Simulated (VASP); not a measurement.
# C (P6_3/mmc) in VASP: notebook

Runs on C. Level: LDA. Tasks: single point.

Everything below comes from runs of VASP 6.6.1. Logs are shortened: lines on timing, memory, paths and dates and some standing lists are left out, and cuts for length are marked.

### Step 1. The cell of the first run

The structure is hexagonal, space group P6_3/mmc (No. 194). Conventional cell: a = 2.516 Å, b = 2.516 Å, c = 4.191 Å, α = 90.00°, β = 90.00°, γ = 120.00°. C (site symmetry 3m) has 4 C at 1.55 to 1.57 Å within 2.1 Å.

### Step 2. Single point, LDA (volume scaled by 1.04)

INCAR reads:

```
  PREC = Accurate
  ENCUT = 520
  EDIFF = 1E-6
  ISMEAR = -1
  SIGMA = 0.05
  LREAL = False
  LASPH = True
  NELM = 80
  ALGO = Normal
  ISIF = 2
  LWAVE = False
  LCHARG = False
  GGA = CA
  NBANDS = 16
```

KPOINTS reads:

```
Automatic mesh
0
Gamma
  13 13 7
```

POSCAR reads:

```
C
1.0
    2.5159791810      0.0000000000      0.0000000000
   -1.2579895905      2.1789018861      0.0000000000
    0.0000000000      0.0000000000      4.1907191685
C
4
Direct
    0.3333333333      0.6666666667      0.0628291463
    0.6666666667      0.3333333333      0.5628291463
    0.3333333333      0.6666666667      0.4371708537
    0.6666666667      0.3333333333      0.9371708537
```

Potentials or basis: VASP PAW LDA potentials, release 64 (C).

Started as:

```sh
$ cat potpaw_LDA.64/C/POTCAR > POTCAR
$ mpirun -np 1 vasp_std > vasp.out
```

OUTCAR:

```text
PREC = Accurate
   ENCUT = 520
   EDIFF = 1E-6
   ISMEAR = -1
   LREAL = False
   LASPH = True
   NELM = 80
   ISIF = 2
   GGA = CA

 ion  position               nearest neighbor table
   1  0.333  0.667  0.063-   4 1.55   4 1.55   4 1.55   3 1.57
   2  0.667  0.333  0.563-   3 1.55   3 1.55   3 1.55   4 1.57
   3  0.333  0.667  0.437-   2 1.55   2 1.55   2 1.55   1 1.57
   4  0.667  0.333  0.937-   1 1.55   1 1.55   1 1.55   2 1.57

  LATTYP: Found a hexagonal cell.
 ALAT       =     2.5159791810
 C/A-ratio  =     1.6656414330

  Lattice vectors:

 A1 = (   2.5159791810,   0.0000000000,   0.0000000000)
 A2 = (  -1.2579895905,   2.1789018861,   0.0000000000)
 A3 = (   0.0000000000,   0.0000000000,   4.1907191685)

Analysis of symmetry for initial positions (statically):
=====================================================================
 Subroutine PRICEL returns:
 Original cell was already a primitive cell.

 Routine SETGRP: Setting up the symmetry group for a
 hexagonal supercell.

 Subroutine GETGRP returns: Found 24 space group operations
 (whereof 12 operations were pure point group operations)
 out of a pool of 24 trial point group operations.

The static configuration has the point symmetry D_3d.
 The point group associated with its full space group is D_6h.

Analysis of symmetry for dynamics (positions and initial velocities):
=====================================================================
 Subroutine PRICEL returns:
 Original cell was already a primitive cell.

 Routine SETGRP: Setting up the symmetry group for a
 hexagonal supercell.

 Subroutine GETGRP returns: Found 24 space group operations
 (whereof 12 operations were pure point group operations)
 out of a pool of 24 trial point group operations.

The dynamic configuration has the point symmetry D_3d.
 The point group associated with its full space group is D_6h.

 Subroutine INISYM returns: Found 24 space group operations
 (whereof 12 operations are pure point group operations),
 and found     1 'primitive' translations

----------------------------------------------------------------------------------------

                                     Primitive cell

  volume of cell :      22.9738

  direct lattice vectors                    reciprocal lattice vectors
     2.515979181  0.000000000  0.000000000     0.397459569  0.229473389  0.000000000
    -1.257989591  2.178901886  0.000000000     0.000000000  0.458946778  0.000000000
     0.000000000  0.000000000  4.190719169     0.000000000  0.000000000  0.238622527

  length of vectors
     2.515979181  2.515979181  4.190719169     0.458946778  0.458946778  0.238622527

  position of ions in fractional coordinates (direct lattice)
     0.333333333  0.666666667  0.062829146
     0.666666667  0.333333333  0.562829146
     0.333333333  0.666666667  0.437170854
     0.666666667  0.333333333  0.937170854

  ion indices of the primitive-cell ions
   primitive index   ion index
                 1           1
                 2           2
                 3           3
                 4           4

----------------------------------------------------------------------------------------

 KPOINTS: Automatic mesh

Automatic generation of k-mesh.
 Grid dimensions read from file:
 generate k-points for:   13   13    7

 Generating k-lattice:

  Cartesian coordinates                     Fractional coordinates (reciprocal lattice)
     0.030573813  0.017651799  0.000000000     0.076923077  0.000000000  0.000000000
     0.000000000  0.035303598  0.000000000     0.000000000  0.076923077  0.000000000
     0.000000000  0.000000000  0.034088932     0.000000000  0.000000000  0.142857143

  Length of vectors
     0.035303598  0.035303598  0.034088932

  Shift w.r.t. Gamma in fractional coordinates (k-lattice)
     0.000000000  0.000000000  0.000000000

 Subroutine IBZKPT returns following result:
 ===========================================

 Found     84 irreducible k-points:

 Following reciprocal coordinates:
            Coordinates               Weight
  0.000000  0.000000  0.000000      1.000000
  0.076923  0.000000  0.000000      6.000000
  0.153846  0.000000  0.000000      6.000000
  0.230769  0.000000  0.000000      6.000000
  0.307692  0.000000  0.000000      6.000000
  0.384615  0.000000  0.000000      6.000000
[... 16 lines left out ...]
  0.076923  0.000000  0.142857     12.000000
  0.153846  0.000000  0.142857     12.000000
 [... further k-points ...]
   k-points           NKPTS =     84   k-points in BZ     NKDIM =     84   number of bands    NBANDS=     16
   number of dos      NEDOS =    301   number of ions     NIONS =      4
   total plane-waves  NPLWV =  12800
   dimension x,y,z NGX =    20 NGY =   20 NGZ =   32
   dimension x,y,z NGXF=    40 NGYF=   40 NGZF=   64
   ions per type =               4
   NGX,Y,Z   is equivalent  to a cutoff of  13.22, 13.22, 12.69 a.u.
   NGXF,Y,Z  is equivalent  to a cutoff of  26.43, 26.43, 25.39 a.u.
 SYSTEM =  unknown system
   PREC   = accura    normal or accurate (medium, high low for compatibility)
   ISTART =      0    job   : 0-new  1-cont  2-samecut
   ICHARG =      2    charge: 1-file 2-atom 10-const
   ISPIN  =      1    spin polarized calculation?
   LNONCOLLINEAR =      F non collinear calculations
   LSORBIT =      F    spin-orbit coupling
   LASPH  =      T    aspherical Exc in radial PAW
   ENCUT  =  520.0 eV  38.22 Ry    6.18 a.u.   4.68  4.68  7.79*2*pi/ulx,y,z
   NELM   =     80;   NELMIN=  2; NELMDL= -5     # of ELM steps
   EDIFF  = 0.1E-05   stopping-criterion for ELM
   LREAL  =      F    real-space projection
[... 7 lines left out ...]
   TEBEG  =    0.0;   TEEND  =   0.0 temperature during run
   PSTRESS=    0.0 pullay stress
   NELECT =      16.0000    total number of electrons
   NUPDOWN=      -1.0000    fix difference up-down
   EMIN   =  10.00;   EMAX   =-10.00  energy-range for DOS
   EFERMI =   0.00;   METHOD = LEGACY
   ISMEAR =    -1;   SIGMA  =   0.05  broadening in eV -4-tet -1-fermi 0-gaus
   EFERMI_NEDOS =   21; number of points for ismear=-14 and -15
   IALGO  =     38    algorithm
   IMIX   =      4    mixing-type and parameters
     AMIX     =   0.40;   BMIX     =  1.00
     AMIX_MAG =   1.60;   BMIX_MAG =  1.00
  volume/ion in A,a.u.               =       5.74        38.76
  Fermi-wavevector in a.u.,A,eV,Ry     =   1.451121  2.742222 28.650511  2.105753
  Thomas-Fermi vector in A             =   2.568655
   LORBIT       =      0    0 simple, 1 ext, 2 COOP (PROOUT), +10 PAW based schemes
   GGA     = CA    functional components
   LHFCALC =     F    Hartree Fock is set to
   AEXX    =    0.0000 exact exchange contribution
   IVDW    =     0    specifies the selected vdW correction
   LEPSILON=     F    determine dielectric tensor
   LRPA    =     F    only Hartree local field effects (RPA)
 non-spin polarized calculation
  energy-cutoff  :      520.00
  volume of cell :       22.97
 maximum number of plane-waves:       629
 NGX is ok and might be reduce to    20
   NGX =  9   NGY =  9   NGZ = 15

 number of electron      16.0000000 magnetization

 Free energy of the ion-electron system (eV)
  ---------------------------------------------------
  ext. energy  EPLUGINS =         0.00000000
  ---------------------------------------------------
  free energy    TOTEN  =       -40.35155766 eV

  energy without entropy =      -40.35155766  energy(sigma->0) =      -40.35155766

 E-fermi :  10.7086     XC(G=0): -13.4334

 val. band max:        9.8274710647   @ k =   0.0000   0.0000   0.0000
 cond. band min:      13.0928606090   @ k =   0.3077   0.3077   0.0000
 fundamental gap:      3.2653895443
 Fermi energy:        10.7086328611

 k-point     1 :       0.0000    0.0000    0.0000
  band No.  band energies     occupation
      1     -11.6323      2.00000
      2      -6.0743      2.00000
      3      -3.7106      2.00000
      4       6.7990      2.00000
      5       6.7990      2.00000
      6       9.3375      2.00000
[... 8 lines left out ...]
     15      23.8679      0.00000
     16      27.0902      0.00000

 k-point     2 :       0.0769    0.0000    0.0000
  band No.  band energies     occupation
      1     -11.4864      2.00000
      2      -5.9434      2.00000
      3      -3.5732      2.00000
      4       6.0760      2.00000
      5       6.4967      2.00000
      6       9.1242      2.00000
[... 8 lines left out ...]
     15      24.0267      0.00000
     16      26.9136      0.00000

 k-point     3 :       0.1538    0.0000    0.0000
  band No.  band energies     occupation
      1     -11.0502      2.00000
      2      -5.5525      2.00000
      3      -3.1694      2.00000
      4       4.3283      2.00000
      5       5.7838      2.00000
      6       7.7382      2.00000
[... 8 lines left out ...]
     15      24.5124      0.00000
     16      25.0613      0.00000

 k-point     4 :       0.2308    0.0000    0.0000
  band No.  band energies     occupation
      1     -10.3284      2.00000
      2      -4.9049      2.00000
      3      -2.5313      2.00000
      4       2.1839      2.00000
      5       4.9740      2.00000
      6       5.8872      2.00000
[... 8 lines left out ...]
     15      24.1902      0.00000
     16      25.0717      0.00000
[... 324 lines left out ...]
 k-point    22 :       0.0000    0.0000    0.1429
  band No.  band energies     occupation
      1     -11.4959      2.00000
      2      -6.9742      2.00000
      3      -2.5795      2.00000
      4       6.9055      2.00000
      5       6.9055      2.00000
      6       8.4405      2.00000
[... 8 lines left out ...]
     15      23.9430      0.00000
     16      26.8274      0.00000

 k-point    23 :       0.0769    0.0000    0.1429
  band No.  band energies     occupation
      1     -11.3501      2.00000
      2      -6.8382      2.00000
      3      -2.4503      2.00000
      4       6.1848      2.00000
      5       6.6050      2.00000
      6       8.3041      2.00000
[... 8 lines left out ...]
     15      24.0676      0.00000
     16      26.5653      0.00000

 k-point    24 :       0.1538    0.0000    0.1429
  band No.  band energies     occupation
      1     -10.9144      2.00000
      2      -6.4322      2.00000
      3      -2.0710      2.00000
      4       4.4435      2.00000
      5       5.8955      2.00000
      6       7.3410      2.00000
[... 8 lines left out ...]
     15      24.4349      0.00000
     16      25.2224      0.00000

 [... further k-points ...]

------------------------ aborting loop because EDIFF is reached ----------------------------------------

  FORCE on cell =-STRESS in cart. coord.  units (eV):
  Direction    XX          YY          ZZ          XY          YZ          ZX
  --------------------------------------------------------------------------------------
  -------------------------------------------------------------------------------------
  Total       -2.2353333     -2.2353333     -2.2869285      0.0000000      0.0000000      0.0000000
  in kB     -155.8904767   -155.8904767   -159.4886937      0.0000000      0.0000000      0.0000000
  external PRESSURE =    -157.0898824 kB  Pullay stress =       0.0000000 kB

 VOLUME and BASIS-vectors are now :
 -----------------------------------------------------------------------------
  energy-cutoff  :      520.00
  volume of cell :       22.97
      direct lattice vectors                 reciprocal lattice vectors
     2.515979181  0.000000000  0.000000000     0.397459569  0.229473389  0.000000000
    -1.257989591  2.178901886  0.000000000     0.000000000  0.458946778  0.000000000
     0.000000000  0.000000000  4.190719169     0.000000000  0.000000000  0.238622527

 POSITION                                       TOTAL-FORCE (eV/Angst)
 -----------------------------------------------------------------------------------
     -0.00000      1.45260      0.26330         0.000000     -0.000000     -0.041347
      1.25799      0.72630      2.35866        -0.000000      0.000000     -0.041347
     -0.00000      1.45260      1.83206         0.000000     -0.000000      0.041347
      1.25799      0.72630      3.92742        -0.000000      0.000000      0.041347
 -----------------------------------------------------------------------------------
    total drift:                                0.000000     -0.000000      0.000000

  FREE ENERGIE OF THE ION-ELECTRON SYSTEM (eV)
  ---------------------------------------------------
  free  energy   TOTEN  =       -40.3515576643 eV

  energy  without entropy=      -40.3515576642  energy(sigma->0) =      -40.35155766
```

Wall time 22 s (1 thread of AMD EPYC 7R43 (Zen 3), shared host); peak memory 0.1 GiB.

Results:

```yaml
Free_energy: -40.3516 eV
Pressure: -15.7 GPa
Largest_force: 0.041 eV/Å
Band_gap_on_the_k_mesh: 3.27 eV, indirect (least direct gap 4.90 eV)
```

Forces in eV/Å, atoms in the order of the input:
```
C    0.000  0.000 -0.041
C    0.000  0.000 -0.041
C    0.000  0.000  0.041
C    0.000  0.000  0.041
```

 A k mesh can miss the band edges.

### Step 3. Single point, LDA (volume scaled by 1.08)

INCAR reads:

```
SYSTEM = C
PREC = Accurate
ENCUT = 520
EDIFF = 1E-6
ISMEAR = -1
SIGMA = 0.05
LREAL = .FALSE.
LASPH = .TRUE.
NELM = 60
ALGO = Normal
ISIF = 2
LWAVE = .FALSE.
LCHARG = .FALSE.
NBANDS = 16
```

KPOINTS reads:

```
regular mesh
0
G
  13 13 7
  0 0 0
```

POSCAR reads:

```
C
1.0
    2.5478304000      0.0000000000      0.0000000000
   -1.2739152000      2.2064858509      0.0000000000
    0.0000000000      0.0000000000      4.2437718786
C
4
Direct
    0.3333333333      0.6666666667      0.0628291463
    0.6666666667      0.3333333333      0.5628291463
    0.3333333333      0.6666666667      0.4371708537
    0.6666666667      0.3333333333      0.9371708537
```

Potentials or basis: VASP PAW LDA potentials, release 64 (C).

Started as:

```sh
$ cat potpaw_LDA.64/C/POTCAR > POTCAR
$ mpirun -np 1 vasp_std > vasp.out
```

It took 19 s on 1 thread of AMD EPYC 7R43 (Zen 3), shared host; peak memory 0.09 GiB.

Results (log left out):

* Free energy: -40.2257 eV
* Pressure: -30.1 GPa
* Largest force: 0.083 eV/Å
* Band gap on the k mesh: 3.37 eV, indirect (least direct gap 4.83 eV)

Forces in eV/Å, atoms in the order of the input:
```
C    0.000  0.000 -0.083
C    0.000  0.000 -0.083
C    0.000  0.000  0.083
C    0.000  0.000  0.083
```

Stress tensor (GPa, compression positive):
```
-29.88   0.00   0.00
  0.00 -29.88   0.00
  0.00   0.00 -30.48
```

Levels at points of the mesh, in eV from the valence-band top:
```
           k point  band 6  band 7  band 8  band 9  band 10  band 11
(0.00, 0.00, 0.00)   -0.46    0.00    0.00    4.83     4.83     5.15
```

### Step 4. Single point, LDA (volume scaled by 1.12)

INCAR reads:

```
SYSTEM = C
PREC     = Accurate       ! precision mode
ENCUT    = 520            ! plane-wave cutoff, eV
EDIFF    = 1E-6           ! SCF threshold, eV
ISMEAR   = -1             ! smearing method
SIGMA    = 0.05           ! smearing width, eV
LREAL    = .False.        ! projectors in reciprocal space
LASPH    = .True.         ! aspherical terms in the spheres
NELM     = 80             ! most SCF steps
ALGO     = Normal         ! electronic algorithm
ISIF     = 2              ! what is computed and relaxed
LWAVE    = .False.        ! write WAVECAR
LCHARG   = .False.        ! write CHGCAR
NBANDS   = 16             ! bands
```

KPOINTS reads:

```
Automatic mesh
0
Gamma
  13 13 7
  0 0 0
```

POSCAR reads:

```
C
1.0
    2.5789045650      0.0000000000      0.0000000000
   -1.2894522825      2.2333968672      0.0000000000
    0.0000000000      0.0000000000      4.2955302952
C
4
Direct
    0.3333333333      0.6666666667      0.0628291463
    0.6666666667      0.3333333333      0.5628291463
    0.3333333333      0.6666666667      0.4371708537
    0.6666666667      0.3333333333      0.9371708537
```

Started as:

```sh
$ cat potpaw_LDA.64/C/POTCAR > POTCAR
$ mpirun -np 1 vasp_std > vasp.out
```

It took 23 s on 1 thread of AMD EPYC 7R43 (Zen 3), shared host; peak memory 0.1 GiB.

It converged, with:

* Free energy: -40.0275 eV
* Pressure: -42.0 GPa
* Largest force: 0.120 eV/Å
* Band gap on the k mesh: 3.47 eV, indirect (least direct gap 4.77 eV)

Forces in eV/Å, atoms in the order of the input:
```
C    0.000  0.000 -0.120
C    0.000  0.000 -0.120
C    0.000  0.000  0.120
C    0.000  0.000  0.120
```

Stress tensor (GPa, compression positive):
```
-41.74   0.00   0.00
  0.00 -41.74   0.00
  0.00   0.00 -42.51
```

Levels at points of the mesh, in eV from the valence-band top:
| k point | band 4 | band 5 | band 6 | band 7 | band 8 | band 9 | band 10 | band 11 | band 12 | band 13 |
| --- | --- | --- | --- | --- | --- | --- | --- | --- | --- | --- |
| (0.00, 0.00, 0.00) | -2.81 | -2.81 | -0.44 | 0.00 | 0.00 | 4.77 | 4.77 | 5.05 | 7.26 | 8.93 |

### Step 5. The runs side by side

```tsv
cell	gap on the mesh (eV)	pressure (GPa)	largest force (eV/Å)
a = 2.516, b = 2.516, c = 4.191 Å, angles 90.0, 90.0, 120.0°, 4 atoms	3.27	-15.7	0.04
a = 2.548, b = 2.548, c = 4.244 Å, angles 90.0, 90.0, 120.0°, 4 atoms	3.37	-30.1	0.08
a = 2.579, b = 2.579, c = 4.296 Å, angles 90.0, 90.0, 120.0°, 4 atoms	3.47	-42.0	0.12
```

Alike in all rows: task single point; level LDA; potentials or basis VASP PAW LDA potentials, release 64 (C); no spin polarisation; k mesh 13 × 13 × 7; cutoff (eV) 520; smearing fermi-dirac 0.05 eV.

Absolute energies hang on the potentials; compare differences alone.
